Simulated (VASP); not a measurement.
Runs of VASP 6.6.1 on Si. The structure is that of space group I4/mmm (No. 139), or close to it. The cells are those of the table. 

| cell | gap on the mesh (eV) | pressure (GPa) |
| --- | --- | --- |
| a = 2.621, b = 2.688 Å, angles 59.2, 61.7, 59.2°, 1 atom | none | 4.7 |
| a = 2.557, b = 2.688 Å, angles 58.3, 63.4, 58.3°, 1 atom | none | 12.2 |
| a = 2.825, b = 2.688 Å, angles 61.6, 56.8, 61.6°, 1 atom | none | -7.5 |
| a = 2.589, b = 2.688 Å, angles 58.7, 62.5, 58.7°, 1 atom | none | (a) |

Alike in all rows: task single point; level PBE+D3(BJ); potentials or basis VASP PAW PBE potentials, release 64 (Si); no spin polarisation; k mesh 28 × 28 × 28; cutoff (eV) 520; smearing gaussian 0.15 eV.

Fill in the values left out.

(a) 8.1.

Caveats: the cell stands under pressure (at least some runs); the cell stands under tension (at least some runs).

A gap of «none» marks levels without a gap at the run's occupations.
